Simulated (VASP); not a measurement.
A run of VASP 6.6.1 is set up as follows.

File INCAR:

```
PREC     = Accurate       # precision mode
ENCUT    = 400            # plane-wave cutoff, eV
EDIFF    = 1E-6           # SCF threshold, eV
ISMEAR   = 0              # smearing method
SIGMA    = 0.1            # smearing width, eV
LREAL    = F              # projectors in reciprocal space
LASPH    = T              # aspherical terms in the spheres
NELM     = 120            # most SCF steps
ALGO     = Normal         # electronic algorithm
ISIF     = 2              # what is computed and relaxed
LWAVE    = F              # write WAVECAR
LCHARG   = F              # write CHGCAR
LDIPOL   = T            
IDIPOL   = 3            
DIPOL    = 0.5 0.5 0.500
GGA      = PE             # functional
EFIELD   = 0.3          
NBANDS   = 56             # bands
GGA_COMPAT= F            
NELMDL   = -8
```

File KPOINTS:

```
Automatic mesh
0
Gamma
  8 6 1
```

File POSCAR:

```
HgS
1.0
    4.2366241463      0.0000000000      0.0000000000
    0.0000000000      5.9914913264      0.0000000000
    0.0000000000      0.0000000000     23.4732482927
Hg S
5 5
Direct
    0.5000000000      0.5000000000      0.3195126600
    0.0000000000      0.0000000000      0.4097563300
    0.5000000000      0.5000000000      0.5000000000
    0.0000000000      0.0000000000      0.5902436700
    0.5000000000      0.5000000000      0.6804873400
    0.0000000000      0.2500000000      0.3195126600
    0.5000000000      0.7500000000      0.4097563300
    0.0000000000      0.2500000000      0.5000000000
    0.5000000000      0.7500000000      0.5902436700
    0.0000000000      0.2500000000      0.6804873400
```

Potentials or basis: VASP PAW PBE potentials, release 64 (Hg, S).

Run with:

```bash
$ cat potpaw_PBE.64/Hg/POTCAR potpaw_PBE.64/S/POTCAR > POTCAR
$ mpirun -np 1 vasp_std > vasp.out
```

Question: What does it give for the band gap on the k mesh?

Answer: 0.23 eV.

Question: Estimate the largest force.

Answer: 1.276 eV/Å.

Forces on the atoms (eV/Å):
```
Hg   0.000 -1.080  0.680
Hg   0.000  0.199 -0.201
Hg   0.000 -0.196 -0.062
Hg   0.000  0.180  0.055
Hg   0.000 -0.997 -0.784
S    0.000  0.558 -0.543
S    0.000  0.336 -0.087
S    0.000  0.106  0.068
S    0.000  0.338  0.213
S    0.000  0.556  0.660
```

Caveat: spin-orbit coupling is left out, which moves the levels of the heavy elements.
